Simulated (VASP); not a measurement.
AlNi3: single point with RPBE+D3(BJ)

AlNi3:

```
CELL_PARAMETERS angstrom
3.40399 0.00000 0.00000
0.00000 3.40399 0.00000
0.00000 0.00000 3.40399
ATOMIC_POSITIONS crystal
Ni 0.50000 0.50000 0.00000
Ni 0.50000 0.00000 0.50000
Ni 0.00000 0.50000 0.50000
Al 0.00000 0.00000 0.00000
```

```
Program             : VASP 6.6.1
Task                : single point
Functional          : RPBE
Dispersion          : D3(BJ)
Potentials or basis : VASP PAW PBE potentials, release 64 (Ni, Al)
Cutoff              : 520 eV
k mesh              : 6 × 6 × 6
Occupations         : fermi-dirac, width 0.05 eV
Spin                : collinear spin, ferromagnetic start
Starting moments    : [1.0, 1.0, 1.0, 0.0] μB
```

```json
{
  "Pressure": "-0.1 GPa",
  "Net moment": "0.63 μB per cell",
  "Site moments": "Ni +0.22; Al -0.01 μB",
  "Valence electrons inside the program's atomic spheres": "Ni 9.66; Al 0.89",
  "Dispersion energy per atom": "-2.635 eV"
}
```

Levels at points of the mesh, in eV from the Fermi level:
Spin up:
| k point | band 15 | band 16 | band 17 | band 18 | band 19 | band 20 |
| --- | --- | --- | --- | --- | --- | --- |
| (0.00, 0.00, 0.00) | 0.00 | 0.00 | 0.92 | 0.92 | 0.92 | 7.33 |
| (0.50, 0.00, 0.00) | -1.19 | -0.56 | 0.00 | 6.05 | 6.05 | 6.24 |
| (0.50, 0.50, 0.00) | -1.10 | -1.10 | -0.66 | 1.08 | 1.08 | 8.83 |
| (0.50, 0.50, 0.50) | -1.23 | -0.38 | -0.22 | -0.22 | -0.22 | 4.35 |
Spin down:
```
           k point  band 14  band 15  band 16  band 17  band 18  band 19
(0.00, 0.00, 0.00)     0.40     0.40     0.40     0.89     0.89     0.89
(0.50, 0.00, 0.00)    -1.12    -0.99    -0.39     0.40     6.10     6.10
(0.50, 0.50, 0.00)    -1.29    -0.94    -0.73    -0.55     1.34     1.34
(0.50, 0.50, 0.50)    -1.07    -1.07    -0.40     0.12     0.12     0.12
```

Run time: 42 s on 1 thread of Intel(R) Xeon(R) Platinum 8488C (Sapphire Rapids), with other jobs on the host, peak memory 0.19 GiB.

Caveat: the dispersion term is far too large for a dense solid, which distorts pressure and volume; the PAW data sets were made with another functional, which shifts forces and pressure a little.
